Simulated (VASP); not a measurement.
Set up this calculation in VASP 6.6.1, as the native input.

```yaml
Task: single point
Functional: PBE
Potentials_or_basis: VASP PAW PBE potentials, release 64 (Ge_d, N)
Cutoff: 520 eV
k_mesh: 2 × 2 × 2
Occupations: fermi-dirac, width 0.05 eV
Spin: no spin polarisation
Dipole_correction: no
Further_INCAR_settings: LREAL = Auto; ALGO = Normal; EDIFF = 1e-06; NBANDS = 128
```

The structure of Ge16N (a cell with a defect) lies in POSCAR:

```
Ge16N
1.0
    0.0000000000      5.6600000000      5.6600000000
    5.6600000000      0.0000000000      5.6600000000
    5.6600000000      5.6600000000      0.0000000000
Ge N
16 1
Direct
   -0.0199734982      0.0428356890      0.0120229682
    0.0889840989      0.2406448763      0.0690724382
    0.0691961131     -0.0563692580      0.4232067138
    0.0776501767      0.0832155477      0.6527385159
   -0.0923321555      0.6117314488      0.0117314488
    0.1533922261      0.5489222615      0.1731095406
    0.0236660777      0.4422526502      0.5437014134
    0.1468197880      0.5714664311      0.6554063604
    0.4788869258      0.0772791519     -0.0714664311
    0.6000088339      0.0965106007      0.1905742049
    0.4582862191     -0.0187279152      0.5439575972
    0.6853975265      0.1117402827      0.5505212014
    0.5747614841      0.4472879859      0.0011749117
    0.4203533569      0.7350176678      0.1876501767
    0.5329063604      0.5006978799      0.4897438163
    0.6353268551      0.6187544170      0.6438427562
    1.1480035336      0.8093816254      0.1667137809
```

The input as run:

INCAR

```
SYSTEM = Ge16N
ALGO = Normal
EDIFF = 1E-6
ENCUT = 520
GGA = PE
ISIF = 2
ISMEAR = -1
LASPH = .TRUE.
LCHARG = .FALSE.
LREAL = Auto
LWAVE = .FALSE.
NBANDS = 128
NELM = 60
PREC = Accurate
SIGMA = 0.05
```

KPOINTS

```
k-points
0
G
  2 2 2
  0 0 0
```

Potentials or basis: VASP PAW PBE potentials, release 64 (Ge_d, N).

The run is started by

```bash
$ cat potpaw_PBE.64/Ge_d/POTCAR potpaw_PBE.64/N/POTCAR > POTCAR
$ mpirun -np 1 vasp_std > vasp.out
```

Results of the run:

```json
{"Pressure": "3.0 GPa", "Largest force": "2.587 eV/Å", "Band gap on the k mesh": "zero (an odd number of electrons rules out a gap without spin polarisation)"}
```

Caveat: the k points lie up to 0.48 Å⁻¹ apart, too coarse for converged energies and pressures of a metal; the atoms stand as in a frame of molecular dynamics.

It took 14 min on 1 thread of Intel(R) Xeon(R) Platinum 8488C (Sapphire Rapids), on a shared host, peak memory 0.61 GiB.
